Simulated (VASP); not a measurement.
Crystal: PbS.

```
Pb S
1.0
     3.65366    0.00000    0.00000
     0.00000    3.65366    0.00000
     0.00000    0.00000    3.65366
Pb S
1 1
Direct
  0.00000 0.00000 0.00000
  0.50000 0.50000 0.50000
```

| Property | Result |
| --- | --- |
| Program | VASP 6.6.1 |
| Task | relaxation of cell and atoms |
| Functional | PBE-based screened hybrid with 25 % exact exchange |
| Potentials or basis | VASP PAW PBE potentials, release 64 (Pb_d, S) |
| Cutoff | 600 eV |
| k mesh | 4 × 4 × 4 |
| Occupations | fermi-dirac, width 0.05 eV |
| Spin | no spin polarisation |

At the start: pressure -2.1 GPa; volume 24.39 Å³/atom.

**Question.** Where does the relaxation end?

**Answer.** Over 4 steps the energy falls by 6.3 meV/atom and the volume is 23.52 Å³/atom (-3.6 %); space group Pm-3m (No. 221, to 0.1 Å) before and after.

The path:
```
step  energy change (eV)  largest force (eV/Å)  pressure (GPa)  volume (Å³)
   1              0.0000                0.0000           -2.08        48.77
   2             -0.0120                0.0000            0.47        46.57
   3             -0.0126                0.0000            0.14        46.92
   4             -0.0126                0.0000           -0.05        47.03
```

Final structure:
```cif
data_structure
_symmetry_space_group_name_H-M 'P 1'
_symmetry_Int_Tables_number 1
_cell_length_a 3.6097
_cell_length_b 3.6097
_cell_length_c 3.6097
_cell_angle_alpha 90.000
_cell_angle_beta 90.000
_cell_angle_gamma 90.000
_cell_volume 47.03
loop_
_atom_site_label
_atom_site_type_symbol
_atom_site_fract_x
_atom_site_fract_y
_atom_site_fract_z
_atom_site_occupancy
Pb1 Pb 0.00000 0.00000 0.00000 1
S1 S 0.50000 0.50000 0.50000 1
```

Caveat: the k points lie up to 0.44 Å⁻¹ apart in the final cell; the PAW data sets were made with another functional, which shifts forces and pressure a little.
